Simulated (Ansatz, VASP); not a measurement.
CoO in VASP and in Ansatz

```xyz
2
Lattice="0.0000 2.1462 2.1462 2.1462 0.0000 2.1462 2.1462 2.1462 0.0000" Properties=species:S:1:pos:R:3 pbc="T T T"
Co    0.0000    0.0000    0.0000
O     2.1462    2.1462    2.1462
```

Alike in both runs: task single point; functional RPBE; dispersion D4; k mesh 10 × 10 × 10; occupations gaussian, width 0.05 eV; collinear spin; Hubbard terms Co d U = 3.3 eV.

|  | VASP | Ansatz |
| --- | --- | --- |
| version | VASP 6.6.1 | Ansatz 0.2.0 |
| potentials or method | VASP PAW PBE potentials, release 64 (Co, O), cutoff 520 eV | scalar-relativistic, plane waves, PAW |
| valence electrons in the cell | 15 | 23 |

```csv
,VASP,Ansatz,Ansatz less VASP
pressure (GPa),-6.2,3.5,+9.68
net moment per atom (μB),1.50,1.50,0.000
size of the moment on the site where the two differ most (μB),2.74,2.62,-0.122
```

VASP's potentials were made for PBE, not for RPBE. Site moments also hang on the region over which each program counts them. The programs project onto different local orbitals, so the same U acts differently, and such runs can settle in different states. VASP's potentials hold 15 valence electrons a cell and Ansatz's 23, so a difference there can come from the potentials and not from the codes. Ansatz's warnings: symmetry narrowed by occupation matrices.
